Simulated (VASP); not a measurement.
# W12C13F4 in VASP: single point with PBE

Aim: the single point of W12C13F4 with PBE.

Program: VASP 6.6.1. These are calculated values, not measurements. Logs are shortened: lines on timing, memory, paths and dates and some standing lists are left out, and cuts for length are marked.

## Step 1: The cell of the first run

The cell holds a slab with vacuum, 29 atoms: a = 5.700 Å, b = 5.700 Å, c = 19.995 Å, α = 90.00°, β = 90.00°, γ = 120.00°.

## Step 2: Single point, PBE

INCAR

```
SYSTEM = W12C13F4
ALGO = Normal
EDIFF = 1E-7
ENCUT = 520
GGA = PE
ISIF = 2
ISMEAR = -1
LASPH = .TRUE.
LCHARG = .FALSE.
LREAL = Auto
LWAVE = .FALSE.
NBANDS = 144
NELM = 60
PREC = Accurate
SIGMA = 0.1
```

KPOINTS

```
k-points
0
G
  3 3 1
  0 0 0
```

POSCAR

```
W12C13F4
1.0
    5.6995400000      0.0000000000      0.0000000000
   -2.8497700000      4.9359460000      0.0000000000
    0.0000000000      0.0000000000     19.9954000000
W C F
12 13 4
Direct
    0.0000000000      0.0000000000      0.0500115000
   -0.0003476960     -0.0001869907      0.1927782647
   -0.0016288534     -0.0007968527      0.3376112353
    0.0000000200      0.5000000400      0.0500115000
    0.0007891179      0.5003827331      0.1934770753
    0.0031808587      0.5016060948      0.3383187403
    0.5000000000      0.0000000000      0.0500115000
    0.5007384402      0.0004953404      0.1927938272
    0.4970820016     -0.0005937927      0.3375617187
    0.5000000200      0.5000000400      0.0500115000
    0.5007394973      0.5002164601      0.1927933488
    0.4970887354      0.4977001446      0.3375657456
    0.3333333400      0.1666666800      0.1199816000
    0.3329997834      0.1665161633      0.2619344486
    0.3267952367      0.1633818017      0.3953681533
    0.3333333600      0.6666667200      0.1199816000
    0.3343761374      0.6671882351      0.2625388461
    0.3442686562      0.6721693265      0.4075340177
    0.8333333400      0.1666666800      0.1199816000
    0.8330316041      0.1680106923      0.2634794954
    0.8341191537      0.1756303672      0.4034067782
    0.8333333600      0.6666667200      0.1199816000
    0.8330191331      0.6650290698      0.2634820240
    0.8341518082      0.6585568847      0.4033961531
    0.3282696855      0.6641913776      0.4755300875
   -0.1759173761      1.1606250577      0.4705817078
    0.3191270281      0.8459604342      0.5138642110
   -0.1759793030      0.6635239777      0.4705700450
    0.3189858928      0.4732340554      0.5138674129
```

Potentials or basis: VASP PAW PBE potentials, release 64 (W_sv, C, F).

Started as:

```bash
cat potpaw_PBE.64/W_sv/POTCAR potpaw_PBE.64/C/POTCAR potpaw_PBE.64/F/POTCAR > POTCAR
mpirun -np 1 vasp_std > vasp.out
```

OUTCAR:

```text
SYSTEM = W12C13F4
   EDIFF = 1E-7
   ENCUT = 520
   GGA = PE
   ISIF = 2
   ISMEAR = -1
   LASPH = .TRUE.
   LREAL = Auto
   NELM = 60
   PREC = Accurate

 ion  position               nearest neighbor table
   1  0.000  0.000  0.050-  22 2.16  19 2.16  13 2.16  10 2.85   4 2.85   4 2.85  10 2.85   7 2.85
                             7 2.85   2 2.85
   2  1.000  1.000  0.193-  14 2.15  23 2.17  20 2.17  22 2.20  19 2.20  13 2.20  11 2.85   8 2.85
                             5 2.85   5 2.85   8 2.85  11 2.85   1 2.85   3 2.90
   3  0.998  0.999  0.338-  15 1.99  24 2.14  21 2.14  20 2.22  23 2.22  14 2.24  12 2.84   9 2.84
                             6 2.85   6 2.85   9 2.86  12 2.86   2 2.90
   4  0.000  0.500  0.050-  19 2.16  16 2.16  22 2.16   7 2.85   1 2.85   1 2.85   7 2.85  10 2.85
                            10 2.85   5 2.87
   5  0.001  0.500  0.193-  17 2.15  20 2.16  23 2.16  16 2.20  19 2.21  22 2.21  11 2.85   8 2.85
                             2 2.85   2 2.85   8 2.85  11 2.85   4 2.87   6 2.90
   6  0.003  0.502  0.338-  24 2.07  21 2.07  18 2.18  23 2.23  20 2.23  17 2.23   9 2.83  12 2.83
                             3 2.85   3 2.85  12 2.87   9 2.87   5 2.90
   7  0.500  0.000  0.050-  16 2.16  13 2.16  19 2.16  10 2.85   4 2.85  10 2.85   4 2.85   1 2.85
                             1 2.85   8 2.85
   8  0.501  0.000  0.193-  14 2.15  17 2.16  20 2.17  19 2.19  13 2.20  16 2.20   2 2.85  11 2.85
                             5 2.85   5 2.85  11 2.85   2 2.85   7 2.85   9 2.89
   9  0.497  0.999  0.338-  15 2.01  21 2.12  18 2.14  17 2.22  20 2.22  14 2.23   6 2.83  12 2.84
                             3 2.84   3 2.86  12 2.86   6 2.87   8 2.89
  10  0.500  0.500  0.050-  13 2.16  22 2.16  16 2.16   7 2.85   1 2.85   7 2.85   1 2.85   4 2.85
                             4 2.85  11 2.85
  11  0.501  0.500  0.193-  14 2.15  17 2.16  23 2.17  22 2.19  13 2.20  16 2.20   2 2.85   8 2.85
                             5 2.85   5 2.85   8 2.85   2 2.85  10 2.85  12 2.89
  12  0.497  0.498  0.338-  15 2.01  24 2.12  18 2.14  17 2.22  23 2.22  14 2.23   6 2.83   9 2.84
                             3 2.84   3 2.86   9 2.86   6 2.87  11 2.89
  13  0.333  0.167  0.120-  10 2.16   7 2.16   1 2.16  11 2.20   8 2.20   2 2.20
  14  0.333  0.167  0.262-   2 2.15  11 2.15   8 2.15   9 2.23  12 2.23   3 2.24
  15  0.327  0.163  0.395-   3 1.99   9 2.01  12 2.01
  16  0.333  0.667  0.120-   7 2.16   4 2.16  10 2.16   8 2.20  11 2.20   5 2.20
  17  0.334  0.667  0.263-   5 2.15   8 2.16  11 2.16  12 2.22   9 2.22   6 2.23
  18  0.344  0.672  0.408-  25 1.36   9 2.14  12 2.14   6 2.18
  19  0.833  0.167  0.120-   4 2.16   1 2.16   7 2.16   8 2.19   2 2.20   5 2.21
  20  0.833  0.168  0.263-   5 2.16   8 2.17   2 2.17   3 2.22   9 2.22   6 2.23
  21  0.834  0.176  0.403-  26 1.35   6 2.07   9 2.12   3 2.14
  22  0.833  0.667  0.120-   1 2.16  10 2.16   4 2.16  11 2.19   2 2.20   5 2.21
  23  0.833  0.665  0.263-   5 2.16  11 2.17   2 2.17   3 2.22  12 2.22   6 2.23
  24  0.834  0.659  0.403-  28 1.35   6 2.07  12 2.12   3 2.14
  25  0.328  0.664  0.476-  29 1.31  27 1.31  18 1.36
  26  0.824  0.161  0.471-  21 1.35
  27  0.319  0.846  0.514-  25 1.31
  28  0.824  0.664  0.471-  24 1.35
  29  0.319  0.473  0.514-  25 1.31

  LATTYP: Found a hexagonal cell.
 ALAT       =     5.6995400000
[... 185 lines left out ...]
   IALGO  =     38    algorithm
   IMIX   =      4    mixing-type and parameters
     AMIX     =   0.40;   BMIX     =  1.00
     AMIX_MAG =   1.60;   BMIX_MAG =  1.00
  volume/ion in A,a.u.               =      19.40       130.90
  Fermi-wavevector in a.u.,A,eV,Ry     =   1.245983  2.354566 21.122671  1.552472
  Thomas-Fermi vector in A             =   2.380180
   LORBIT       =      0    0 simple, 1 ext, 2 COOP (PROOUT), +10 PAW based schemes
   GGA     = PE    functional components
   LHFCALC =     F    Hartree Fock is set to
   AEXX    =    0.0000 exact exchange contribution
   IVDW    =     0    specifies the selected vdW correction
   LEPSILON=     F    determine dielectric tensor
   LRPA    =     F    only Hartree local field effects (RPA)
 non-spin polarized calculation
  energy-cutoff  :      520.00
  volume of cell :      562.52
 maximum number of plane-waves:     15219
 NGX is ok and might be reduce to    42
   NGX = 21   NGY = 21   NGZ = 75

 number of electron     247.9999992 magnetization

 Free energy of the ion-electron system (eV)
  ---------------------------------------------------
  ext. energy  EPLUGINS =         0.00000000
  ---------------------------------------------------
  free energy    TOTEN  =      -279.28296111 eV

  energy without entropy =     -278.98710566  energy(sigma->0) =     -279.13503338

 E-fermi :   2.4233     XC(G=0):  -7.8081

 val. band max:        2.3667038705   @ k =  -0.3333   0.3333   0.0000
 cond. band min:       2.4482129791   @ k =   0.0000   0.0000   0.0000
 fundamental gap:      0.0815091086
 Fermi energy:         2.4232606774

 k-point     1 :       0.0000    0.0000    0.0000
  band No.  band energies     occupation
      1     -71.4598      2.00000
      2     -71.4311      2.00000
      3     -71.3938      2.00000
      4     -71.3796      2.00000
      5     -71.3751      2.00000
      6     -71.3615      2.00000
[... 684 lines left out ...]
    135       4.6266      0.00000
    136       4.8658      0.00000
 [bands above 136 left out]

------------------------ aborting loop because EDIFF is reached ----------------------------------------

  FORCE on cell =-STRESS in cart. coord.  units (eV):
  Direction    XX          YY          ZZ          XY          YZ          ZX
  --------------------------------------------------------------------------------------
  -------------------------------------------------------------------------------------
  Total       30.4685375     30.7973105      0.1721371     -0.2768539     -0.0274124     -0.0319976
  in kB       86.7804481     87.7168591      0.4902807     -0.7885350     -0.0780759     -0.0911355
  external PRESSURE =      58.3291960 kB  Pullay stress =       0.0000000 kB

 VOLUME and BASIS-vectors are now :
 -----------------------------------------------------------------------------
  energy-cutoff  :      520.00
  volume of cell :      562.52
      direct lattice vectors                 reciprocal lattice vectors
     5.699540000  0.000000000  0.000000000     0.175452756  0.101297705  0.000000000
    -2.849770000  4.935946000  0.000000000     0.000000000  0.202595409  0.000000000
     0.000000000  0.000000000 19.995400000     0.000000000  0.000000000  0.050011503

 POSITION                                       TOTAL-FORCE (eV/Angst)
 -----------------------------------------------------------------------------------
      0.00000      0.00000      1.00000        -0.006038     -0.003714      0.384513
      2.84832      4.93502      3.85468        -0.003349      0.000361     -0.001134
      2.84276      4.93201      6.75067        -0.022753     -0.012827     -0.007385
     -1.42488      2.46797      1.00000         0.005454      0.003004      0.457157
     -1.42148      2.46986      3.86865        -0.002376      0.000349     -0.005461
     -1.41133      2.47590      6.76482         0.007364      0.002438      0.008240
[... 21 lines left out ...]
      2.80565      3.27512      9.40924        -0.009927      0.003709      0.365378
      0.46946      2.33586     10.27498         0.171194     -0.332018      0.259340
 -----------------------------------------------------------------------------------
    total drift:                                0.004698      0.004592      0.033503

  FREE ENERGIE OF THE ION-ELECTRON SYSTEM (eV)
  ---------------------------------------------------
  free  energy   TOTEN  =      -279.2829611135 eV

  energy  without entropy=     -278.9871056550  energy(sigma->0) =     -279.13503338
```

OSZICAR:

```text
N       E                     dE             d eps       ncg     rms          rms(c)
DAV:   1     0.319627997928E+04    0.31963E+04   -0.14529E+05  1616   0.174E+03
DAV:   2    -0.608480327433E+02   -0.32571E+04   -0.31857E+04  1624   0.536E+02
DAV:   3    -0.305527776154E+03   -0.24468E+03   -0.23844E+03  1728   0.145E+02
[... 26 lines left out ...]
DAV:  30    -0.279282958403E+03   -0.49627E-05   -0.16674E-07  1032   0.106E-03    0.504E-04
DAV:  31    -0.279282960216E+03   -0.18133E-05   -0.79180E-08  1008   0.605E-04    0.246E-04
DAV:  32    -0.279282960798E+03   -0.58178E-06   -0.29442E-08   968   0.382E-04    0.177E-04
DAV:  33    -0.279282961022E+03   -0.22365E-06   -0.18473E-08   944   0.276E-04    0.106E-04
DAV:  34    -0.279282961113E+03   -0.91826E-07   -0.10582E-08   888   0.248E-04
   1 F= -.27928296E+03 E0= -.27913503E+03  d E =-.295855E+00
```

Wall time 42 min (1 thread of Intel Xeon 8259CL, shared host); peak memory 0.73 GiB.

What came out:

* Free energy: -279.2830 eV
* Largest force: 0.504 eV/Å
* Band gap on the k mesh: zero (bands 124 and 125 overlap by 0.90 eV)

Forces in eV/Å, atoms in the order of the input:
```
W   -0.006 -0.004  0.385
W   -0.003  0.000 -0.001
W   -0.023 -0.013 -0.007
W    0.005  0.003  0.457
W   -0.002  0.000 -0.005
W    0.007  0.002  0.008
W   -0.018  0.015  0.371
W   -0.004 -0.001 -0.003
W    0.022 -0.016  0.000
W    0.004 -0.024  0.371
W   -0.005  0.001 -0.003
W   -0.006  0.025 -0.001
C   -0.011 -0.007 -0.504
C   -0.001 -0.002  0.019
C    0.001  0.003  0.101
C   -0.017 -0.010 -0.421
C    0.005  0.003  0.005
C    0.012  0.006  0.033
C    0.028  0.009 -0.463
C    0.001 -0.002  0.003
C   -0.001  0.007 -0.315
C    0.023  0.018 -0.463
C    0.000  0.001  0.002
C    0.003 -0.005 -0.312
C    0.029  0.018 -0.502
F   -0.002 -0.013  0.364
F   -0.202  0.313  0.258
F   -0.010  0.004  0.365
F    0.171 -0.332  0.259
```

Caveat: the k points lie up to 0.42 Å⁻¹ apart, too coarse for converged energies and pressures of a metal; there is no dipole correction, which matters where the two faces differ; spin-orbit coupling is left out, which moves the levels of the heavy elements.

The gap in the log of VASP goes by the Fermi energy; the results here count the filled bands.